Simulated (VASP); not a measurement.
Ga2SnO2:

```
CELL_PARAMETERS angstrom
-2.04473 2.59669 3.97903
2.04473 -2.59669 3.97903
2.04473 2.59669 -3.97903
ATOMIC_POSITIONS crystal
Ga 0.29815 0.79815 0.50000
Ga 0.70185 0.20185 0.50000
Sn 0.00000 0.00000 0.00000
O 0.73281 0.50000 0.23281
O 0.26719 0.50000 0.76719
```

The cell was built from a structure type or drawn by symmetry, and may not be a known phase.

| Property | Result |
| --- | --- |
| Program | VASP 6.6.1 |
| Task | relaxation of cell and atoms |
| Functional | PBE |
| Potentials or basis | VASP PAW PBE potentials, release 64 (Ga_d, Sn_d, O) |
| Cutoff | 600 eV |
| k mesh | 6 × 6 × 6 |
| Occupations | gaussian, width 0.1 eV |
| Spin | no spin polarisation |

At the start: pressure -2.8 GPa; volume 16.90 Å³/atom.

Problem. Where does the relaxation end?

Solution. Over 39 steps the energy falls by 481.0 meV/atom and the volume is 16.45 Å³/atom (-2.7 %); space group Immm (No. 71, to 0.1 Å) before and after.

Step by step:
```csv
step,energy change (eV),largest force (eV/Å),pressure (GPa),volume (Å³)
1,0.0000,0.8491,-2.76,84.51
2,-0.4190,0.8288,-0.64,80.90
3,-0.8902,1.5642,19.03,69.77
4,-1.0088,0.6368,7.14,74.65
5,-1.0417,0.7909,10.09,73.19
6,-1.1883,0.8446,10.43,73.42
7,-1.4223,1.2172,12.98,73.82
8,-1.6810,0.8938,7.92,76.98
9,-1.8990,0.6755,0.60,83.25
10,-1.9042,0.6492,-0.36,84.31
11,-1.9044,0.6442,-0.55,84.53
12,-1.9242,0.5946,-0.49,84.52
13,-1.9722,0.4492,-0.25,84.48
14,-2.0168,0.2254,0.62,84.36
15,-2.0174,0.2591,0.77,84.34
16,-2.0283,0.1458,-0.29,85.34
17,-2.0306,0.1111,-0.99,86.09
18,-2.0414,0.0936,-0.76,85.61
19,-2.0607,0.1567,0.16,84.14
20,-2.0628,0.2317,0.71,83.45
21,-2.0698,0.2701,0.53,83.43
22,-2.0894,0.4048,0.29,83.34
23,-2.0777,0.8704,0.95,83.11
24,-2.0973,0.4501,0.29,83.29
25,-2.0995,0.5158,0.50,83.24
26,-2.1066,0.5527,0.53,83.29
27,-2.1217,0.6937,0.47,83.46
28,-2.1485,0.6903,0.31,83.64
29,-2.2233,0.7763,-0.53,84.17
30,-2.2517,0.9874,-1.42,85.20
31,-2.2650,0.9033,-1.30,84.79
32,-2.3404,0.5955,-1.14,84.28
33,-2.3791,0.3917,-0.79,83.66
34,-2.3796,0.4294,-0.71,83.58
35,-2.3960,0.2333,-0.46,83.13
36,-2.4033,0.0933,-0.11,82.56
37,-2.4033,0.0916,-0.08,82.54
38,-2.4043,0.0610,-0.06,82.45
39,-2.4052,0.0229,0.03,82.26
```

Final structure:
```
Ga Sn O
1.0
    -1.46103    3.28245    4.28803
     1.46103   -3.28245    4.28803
     1.46103    3.28245   -4.28803
Ga Sn O
2 1 2
Direct
  0.34410 0.84410 0.50000
  0.65590 0.15590 0.50000
  0.00000 0.00000 0.00000
  0.68753 0.50000 0.18753
  0.31247 0.50000 0.81247
```
